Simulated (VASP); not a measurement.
# Ca (Fm-3m) in VASP: a series of runs

The runs below take Ca through single point, relaxation of cell and atoms, with LDA.

Everything below comes from runs of VASP 6.6.1. Logs are shortened: lines on timing, memory, paths and dates and some standing lists are left out, and cuts for length are marked.

## 1. The cell of the first run

It takes space group Fm-3m (No. 225, cubic). The conventional cell has a = 5.339 Å, b = 5.339 Å, c = 5.339 Å, α = 90.00°, β = 90.00°, γ = 90.00°. Ca (site symmetry m-3m) has 12 Ca at 3.78 Å within 5.0 Å.

## 2. Single point, LDA

Input file INCAR:

```
ALGO = Fast
EDIFF = 1E-7
ENCUT = 520
GGA = CA
ISIF = 2
ISMEAR = 0
LASPH = T
LCHARG = T
LELF = T
LREAL = F
LVHAR = T
LWAVE = F
NBANDS = 11
NELM = 60
PREC = Accurate
SIGMA = 0.1
```

Input file KPOINTS:

```
k-points
0
Gamma
  14 14 14
```

Input file POSCAR:

```
Ca
1.0
    0.0000000000      2.6693801190      2.6693801190
    2.6693801190      0.0000000000      2.6693801190
    2.6693801190      2.6693801190      0.0000000000
Ca
1
Direct
    0.0000000000      0.0000000000      0.0000000000
```

Potentials or basis: VASP PAW LDA potentials, release 64 (Ca_sv).

Started as:

```bash
cat potpaw_LDA.64/Ca_sv/POTCAR > POTCAR
mpirun -np 1 vasp_std > vasp.out
```

OUTCAR:

```text
EDIFF = 1E-7
   ENCUT = 520
   GGA = CA
   ISIF = 2
   ISMEAR = 0
   LASPH = T
   LREAL = F
   NELM = 60
   PREC = Accurate

 ion  position               nearest neighbor table
   1  0.000  0.000  0.000-

  LATTYP: Found a face centered cubic cell.
 ALAT       =     5.3387602380

  Lattice vectors:

 A1 = (   0.0000000000,   2.6693801190,   2.6693801190)
 A2 = (   2.6693801190,   0.0000000000,   2.6693801190)
 A3 = (   2.6693801190,   2.6693801190,   0.0000000000)

Analysis of symmetry for initial positions (statically):
=====================================================================
 Subroutine PRICEL returns:
 Original cell was already a primitive cell.

 Routine SETGRP: Setting up the symmetry group for a
 face centered cubic supercell.

 Subroutine GETGRP returns: Found 48 space group operations
 (whereof 48 operations were pure point group operations)
 out of a pool of 48 trial point group operations.

The static configuration has the point symmetry O_h .

Analysis of symmetry for dynamics (positions and initial velocities):
=====================================================================
 Subroutine PRICEL returns:
 Original cell was already a primitive cell.

 Routine SETGRP: Setting up the symmetry group for a
 face centered cubic supercell.

 Subroutine GETGRP returns: Found 48 space group operations
 (whereof 48 operations were pure point group operations)
 out of a pool of 48 trial point group operations.

The dynamic configuration has the point symmetry O_h .

 Subroutine INISYM returns: Found 48 space group operations
 (whereof 48 operations are pure point group operations),
 and found     1 'primitive' translations

----------------------------------------------------------------------------------------

                                     Primitive cell

  volume of cell :      38.0418

  direct lattice vectors                    reciprocal lattice vectors
     0.000000000  2.669380119  2.669380119    -0.187309404  0.187309404  0.187309404
     2.669380119  0.000000000  2.669380119     0.187309404 -0.187309404  0.187309404
     2.669380119  2.669380119  0.000000000     0.187309404  0.187309404 -0.187309404

  length of vectors
     3.775073567  3.775073567  3.775073567     0.324429405  0.324429405  0.324429405

  position of ions in fractional coordinates (direct lattice)
     0.000000000  0.000000000  0.000000000

  ion indices of the primitive-cell ions
   primitive index   ion index
                 1           1
[... 78 lines left out ...]
   ISIF   =      2    stress and relaxation
   ISYM   =      2    0-nonsym 1-usesym 2-fastsym
   POTIM  = 0.5000    time-step for ionic-motion
   TEBEG  =    0.0;   TEEND  =   0.0 temperature during run
   PSTRESS=    0.0 pullay stress
   NELECT =      10.0000    total number of electrons
   NUPDOWN=      -1.0000    fix difference up-down
   EMIN   =  10.00;   EMAX   =-10.00  energy-range for DOS
   EFERMI =   0.00;   METHOD = LEGACY
   ISMEAR =     0;   SIGMA  =   0.10  broadening in eV -4-tet -1-fermi 0-gaus
   EFERMI_NEDOS =   21; number of points for ismear=-14 and -15
   IALGO  =     68    algorithm
   IMIX   =      4    mixing-type and parameters
     AMIX     =   0.40;   BMIX     =  1.00
     AMIX_MAG =   1.60;   BMIX_MAG =  1.00
  volume/ion in A,a.u.               =      38.04       256.72
  Fermi-wavevector in a.u.,A,eV,Ry     =   1.048708  1.981770 14.963519  1.099788
  Thomas-Fermi vector in A             =   2.183640
   LORBIT       =      0    0 simple, 1 ext, 2 COOP (PROOUT), +10 PAW based schemes
   GGA     = CA    functional components
   LHFCALC =     F    Hartree Fock is set to
   AEXX    =    0.0000 exact exchange contribution
   IVDW    =     0    specifies the selected vdW correction
   LEPSILON=     F    determine dielectric tensor
   LRPA    =     F    only Hartree local field effects (RPA)
 non-spin polarized calculation
 RMM-DIIS sequential band-by-band and
 Gauss-broadening in eV      SIGMA  =   0.10
  energy-cutoff  :      520.00
  volume of cell :       38.04
 maximum number of plane-waves:      1039
   NGX = 13   NGY = 13   NGZ = 13

 number of electron      10.0000003 magnetization

 Free energy of the ion-electron system (eV)
  ---------------------------------------------------
  ext. energy  EPLUGINS =         0.00000000
  ---------------------------------------------------
  free energy    TOTEN  =        -2.20912957 eV

  energy without entropy =       -2.20224917  energy(sigma->0) =       -2.20568937

 E-fermi :   2.2171     XC(G=0):  -8.3062

 val. band max:        2.2149910037   @ k =  -0.3571   0.3571   0.0714
 cond. band min:       2.2388433813   @ k =   0.5000   0.0714   0.0000
 fundamental gap:      0.0238523776
 Fermi energy:         2.2170700418

 k-point     1 :       0.0000    0.0000    0.0000
  band No.  band energies     occupation
      1     -39.1224      2.00000
      2     -20.3128      2.00000
      3     -20.3128      2.00000
      4     -20.3128      2.00000
      5      -1.9943      2.00000
      6       4.5534      0.00000
      7       4.5534      0.00000
      8       4.5534      0.00000
      9       5.7596      0.00000
     10       5.7596      0.00000
     11      11.8673      0.00000
[... 309 lines left out ...]
 k-point    24 :       0.2857    0.1429    0.0000
  band No.  band energies     occupation
      1     -39.1083      2.00000
      2     -20.4179      2.00000
      3     -20.3414      2.00000
      4     -20.3392      2.00000
      5      -0.6752      2.00000
      6       3.5307      0.00000
      7       4.5342      0.00000
      8       4.9180      0.00000
      9       5.4041      0.00000
     10       6.1012      0.00000
     11      10.6335      0.00000

 [... further k-points ...]

------------------------ aborting loop because EDIFF is reached ----------------------------------------

  FORCE on cell =-STRESS in cart. coord.  units (eV):
  Direction    XX          YY          ZZ          XY          YZ          ZX
  --------------------------------------------------------------------------------------
  -------------------------------------------------------------------------------------
  Total       -0.0039637     -0.0039637     -0.0039637     -0.0000000      0.0000000      0.0000000
  in kB       -0.1669367     -0.1669367     -0.1669367     -0.0000000      0.0000000      0.0000000
  external PRESSURE =      -0.1669367 kB  Pullay stress =       0.0000000 kB

 VOLUME and BASIS-vectors are now :
 -----------------------------------------------------------------------------
  energy-cutoff  :      520.00
  volume of cell :       38.04
      direct lattice vectors                 reciprocal lattice vectors
     0.000000000  2.669380119  2.669380119    -0.187309404  0.187309404  0.187309404
     2.669380119  0.000000000  2.669380119     0.187309404 -0.187309404  0.187309404
     2.669380119  2.669380119  0.000000000     0.187309404  0.187309404 -0.187309404

 POSITION                                       TOTAL-FORCE (eV/Angst)
 -----------------------------------------------------------------------------------
      0.00000      0.00000      0.00000         0.000000      0.000000      0.000000
 -----------------------------------------------------------------------------------
    total drift:                               -0.000000     -0.000000     -0.000000

  FREE ENERGIE OF THE ION-ELECTRON SYSTEM (eV)
  ---------------------------------------------------
  free  energy   TOTEN  =        -2.2091295734 eV

  energy  without entropy=       -2.2022491664  energy(sigma->0) =       -2.20568937
```

OSZICAR:

```text
N       E                     dE             d eps       ncg     rms          rms(c)
DAV:   1     0.650161101344E+02    0.65016E+02   -0.51018E+03  2288   0.836E+02
DAV:   2    -0.682851595161E+00   -0.65699E+02   -0.65036E+02  2504   0.209E+02
DAV:   3    -0.216685743098E+01   -0.14840E+01   -0.14691E+01  3320   0.304E+01
DAV:   4    -0.222966675383E+01   -0.62809E-01   -0.62639E-01  3011   0.516E+00
DAV:   5    -0.223129904546E+01   -0.16323E-02   -0.16320E-02  3202   0.597E-01    0.221E+00
RMM:   6    -0.221493703404E+01    0.16362E-01   -0.11493E-02  2402   0.116E+00    0.137E+00
RMM:   7    -0.220933321852E+01    0.56038E-02   -0.22864E-02  2640   0.187E+00    0.116E-01
RMM:   8    -0.220896298492E+01    0.37023E-03   -0.60254E-03  2708   0.916E-01    0.319E-02
RMM:   9    -0.220909232948E+01   -0.12934E-03   -0.15953E-03  3285   0.427E-01    0.246E-02
RMM:  10    -0.220912100591E+01   -0.28676E-04   -0.29486E-04  3495   0.164E-01    0.661E-03
RMM:  11    -0.220912957377E+01   -0.85679E-05   -0.61373E-05  3693   0.722E-02    0.128E-02
RMM:  12    -0.220913063451E+01   -0.10607E-05   -0.69141E-06  3486   0.241E-02    0.155E-02
RMM:  13    -0.220912934906E+01    0.12855E-05   -0.49706E-06  3705   0.185E-02    0.202E-03
RMM:  14    -0.220912950548E+01   -0.15642E-06   -0.12540E-06  3251   0.740E-03    0.956E-04
RMM:  15    -0.220912957338E+01   -0.67898E-07   -0.37708E-07  2666   0.391E-03
   1 F= -.22091296E+01 E0= -.22056894E+01  d E =-.688041E-02
```

Wall time 34 s (1 thread of Intel Xeon 6975P-C (Granite Rapids), shared host); peak memory 0.16 GiB.

Results:

| Quantity | Value |
| --- | --- |
| Free energy | -2.2091 eV |
| Pressure | 0.0 GPa |
| Band gap on the k mesh | zero (bands 5 and 6 overlap by 0.10 eV) |

Levels at points of the mesh, in eV from the Fermi level:
```csv
k point,band 2,band 3,band 4,band 5,band 6,band 7,band 8,band 9
"(0.00, 0.00, 0.00)",-22.53,-22.53,-22.53,-4.21,2.34,2.34,2.34,3.54
"(0.50, 0.00, 0.00)",-22.74,-22.56,-22.56,-1.09,-0.02,2.21,2.21,4.32
"(0.50, 0.50, 0.00)",-22.73,-22.61,-22.61,-0.61,0.42,1.20,4.32,4.53
```

## 3. Single point, LDA

Input file INCAR:

```
  PREC = Accurate
  ENCUT = 520
  EDIFF = 1E-6
  ISMEAR = 0
  SIGMA = 0.1
  LREAL = False
  LASPH = True
  NELM = 100
  ALGO = Normal
  ISIF = 2
  LWAVE = False
  LCHARG = False
  NBANDS = 11
```

Input file KPOINTS:

```
regular mesh
0
Gamma
  14 14 14
```

POSCAR is that of step 2.

Potentials or basis: VASP PAW LDA potentials, release 64 (Ca_sv).

Started as:

```bash
cat potpaw_LDA.64/Ca_sv/POTCAR > POTCAR
mpirun -np 1 vasp_std > vasp.out
```

OUTCAR:

```text
PREC = Accurate
   ENCUT = 520
   EDIFF = 1E-6
   ISMEAR = 0
   LREAL = False
   LASPH = True
   NELM = 100
   ISIF = 2

 ion  position               nearest neighbor table
   1  0.000  0.000  0.000-

  LATTYP: Found a face centered cubic cell.
 ALAT       =     5.3387602380

  Lattice vectors:

 A1 = (   0.0000000000,   2.6693801190,   2.6693801190)
 A2 = (   2.6693801190,   0.0000000000,   2.6693801190)
 A3 = (   2.6693801190,   2.6693801190,   0.0000000000)

Analysis of symmetry for initial positions (statically):
=====================================================================
 Subroutine PRICEL returns:
 Original cell was already a primitive cell.

 Routine SETGRP: Setting up the symmetry group for a
 face centered cubic supercell.

 Subroutine GETGRP returns: Found 48 space group operations
 (whereof 48 operations were pure point group operations)
 out of a pool of 48 trial point group operations.

The static configuration has the point symmetry O_h .

Analysis of symmetry for dynamics (positions and initial velocities):
=====================================================================
 Subroutine PRICEL returns:
 Original cell was already a primitive cell.

 Routine SETGRP: Setting up the symmetry group for a
 face centered cubic supercell.

 Subroutine GETGRP returns: Found 48 space group operations
 (whereof 48 operations were pure point group operations)
 out of a pool of 48 trial point group operations.

The dynamic configuration has the point symmetry O_h .

 Subroutine INISYM returns: Found 48 space group operations
 (whereof 48 operations are pure point group operations),
 and found     1 'primitive' translations

----------------------------------------------------------------------------------------

                                     Primitive cell

  volume of cell :      38.0418

  direct lattice vectors                    reciprocal lattice vectors
     0.000000000  2.669380119  2.669380119    -0.187309404  0.187309404  0.187309404
[... 109 lines left out ...]
   GGA     = CA    functional components
   LHFCALC =     F    Hartree Fock is set to
   AEXX    =    0.0000 exact exchange contribution
   IVDW    =     0    specifies the selected vdW correction
   LEPSILON=     F    determine dielectric tensor
   LRPA    =     F    only Hartree local field effects (RPA)
 non-spin polarized calculation
 Gauss-broadening in eV      SIGMA  =   0.10
  energy-cutoff  :      520.00
  volume of cell :       38.04
 maximum number of plane-waves:      1039
   NGX = 13   NGY = 13   NGZ = 13

 number of electron      10.0000003 magnetization

 Free energy of the ion-electron system (eV)
  ---------------------------------------------------
  ext. energy  EPLUGINS =         0.00000000
  ---------------------------------------------------
  free energy    TOTEN  =        -2.20912976 eV

  energy without entropy =       -2.20224955  energy(sigma->0) =       -2.20568966

 E-fermi :   2.2171     XC(G=0):  -8.3062

 val. band max:        2.2150082607   @ k =  -0.3571   0.3571   0.0714
 cond. band min:       2.2388859973   @ k =   0.5000   0.0714   0.0000
 fundamental gap:      0.0238777366
 Fermi energy:         2.2170911489

 k-point     1 :       0.0000    0.0000    0.0000
  band No.  band energies     occupation
      1     -39.1225      2.00000
      2     -20.3128      2.00000
      3     -20.3128      2.00000
      4     -20.3128      2.00000
      5      -1.9944      2.00000
      6       4.5534      0.00000
      7       4.5534      0.00000
      8       4.5534      0.00000
      9       5.7595      0.00000
     10       5.7595      0.00000
     11      11.8673      0.00000
[... 309 lines left out ...]
 k-point    24 :       0.2857    0.1429    0.0000
  band No.  band energies     occupation
      1     -39.1084      2.00000
      2     -20.4179      2.00000
      3     -20.3414      2.00000
      4     -20.3392      2.00000
      5      -0.6753      2.00000
      6       3.5307      0.00000
      7       4.5342      0.00000
      8       4.9180      0.00000
      9       5.4041      0.00000
     10       6.1011      0.00000
     11      10.6333      0.00000

 [... further k-points ...]

------------------------ aborting loop because EDIFF is reached ----------------------------------------

  FORCE on cell =-STRESS in cart. coord.  units (eV):
  Direction    XX          YY          ZZ          XY          YZ          ZX
  --------------------------------------------------------------------------------------
  -------------------------------------------------------------------------------------
  Total       -0.0075649     -0.0075649     -0.0075649      0.0000000      0.0000000     -0.0000000
  in kB       -0.3186056     -0.3186056     -0.3186056      0.0000000      0.0000000     -0.0000000
  external PRESSURE =      -0.3186056 kB  Pullay stress =       0.0000000 kB

 VOLUME and BASIS-vectors are now :
 -----------------------------------------------------------------------------
  energy-cutoff  :      520.00
  volume of cell :       38.04
      direct lattice vectors                 reciprocal lattice vectors
     0.000000000  2.669380119  2.669380119    -0.187309404  0.187309404  0.187309404
     2.669380119  0.000000000  2.669380119     0.187309404 -0.187309404  0.187309404
     2.669380119  2.669380119  0.000000000     0.187309404  0.187309404 -0.187309404

 POSITION                                       TOTAL-FORCE (eV/Angst)
 -----------------------------------------------------------------------------------
      0.00000      0.00000      0.00000         0.000000      0.000000      0.000000
 -----------------------------------------------------------------------------------
    total drift:                               -0.000000     -0.000000     -0.000000

  FREE ENERGIE OF THE ION-ELECTRON SYSTEM (eV)
  ---------------------------------------------------
  free  energy   TOTEN  =        -2.2091297609 eV

  energy  without entropy=       -2.2022495492  energy(sigma->0) =       -2.20568966
```

stdout:

```text
POSCAR found type information on POSCAR Ca
 POSCAR found :  1 types and       1 ions
 scaLAPACK will be used
 LDA part: xc-table for (Slater(with rela. corr.)+CA(PZ))
 , standard interpolation
 POSCAR, INCAR and KPOINTS ok, starting setup
 FFT: planning ... GRIDC
 FFT: planning ... GRID_SOFT
 FFT: planning ... GRID
 WAVECAR not read
 entering main loop
```

It took 22 s on 1 thread of Intel Xeon 6975P-C (Granite Rapids), shared host; peak memory 0.16 GiB.

Results:

| Quantity | Value |
| --- | --- |
| Free energy | -2.2091 eV |
| Pressure | 0.0 GPa |
| Band gap on the k mesh | zero (bands 5 and 6 overlap by 0.10 eV) |

Levels at points of the mesh, in eV from the Fermi level:
| k point | band 2 | band 3 | band 4 | band 5 | band 6 | band 7 | band 8 | band 9 |
| --- | --- | --- | --- | --- | --- | --- | --- | --- |
| (0.00, 0.00, 0.00) | -22.53 | -22.53 | -22.53 | -4.21 | 2.34 | 2.34 | 2.34 | 3.54 |
| (0.50, 0.00, 0.00) | -22.74 | -22.56 | -22.56 | -1.09 | -0.02 | 2.21 | 2.21 | 4.32 |
| (0.50, 0.50, 0.00) | -22.73 | -22.61 | -22.61 | -0.61 | 0.42 | 1.20 | 4.32 | 4.53 |

## 4. Single point, LDA

Input file INCAR:

```
PREC = Accurate ; ENCUT = 520
EDIFF = 1E-6 ; ISMEAR = 0
SIGMA = 0.1 ; LREAL = F
LASPH = T ; NELM = 100
ALGO = Fast ; ISIF = 2
LWAVE = F ; LCHARG = F
GGA = CA ; NBANDS = 11
ISYM = 0
```

Input file KPOINTS:

```
regular mesh
0
Gamma
  9 9 11
```

Input file POSCAR:

```
Ca
1.0
    3.7750735674      0.0000000000      0.0000000000
   -1.8875367837      3.2693096105      0.0000000000
    1.8875367837      1.0897698702      3.0823346605
Ca
1
Direct
    0.0000000000      0.0000000000      0.0000000000
```

Started as:

```bash
cat potpaw_LDA.64/Ca_sv/POTCAR > POTCAR
mpirun -np 1 vasp_std > vasp.out
```

It took 88 s on 1 thread of Intel Xeon 6975P-C (Granite Rapids), shared host; peak memory 0.28 GiB.

It converged, with:

```
Free energy            : -2.2070 eV
Pressure               : 0.0 GPa
Band gap on the k mesh : zero (bands 5 and 6 overlap by 0.12 eV)
```

Levels at points of the mesh, in eV from the Fermi level:
```csv
k point,band 2,band 3,band 4,band 5,band 6,band 7,band 8,band 9
"(0.00, 0.00, 0.00)",-22.53,-22.53,-22.53,-4.21,2.34,2.34,2.34,3.54
```

(Continued in part 2 of 2.)

The gap in the log of VASP goes by the Fermi energy; the results here count the filled bands.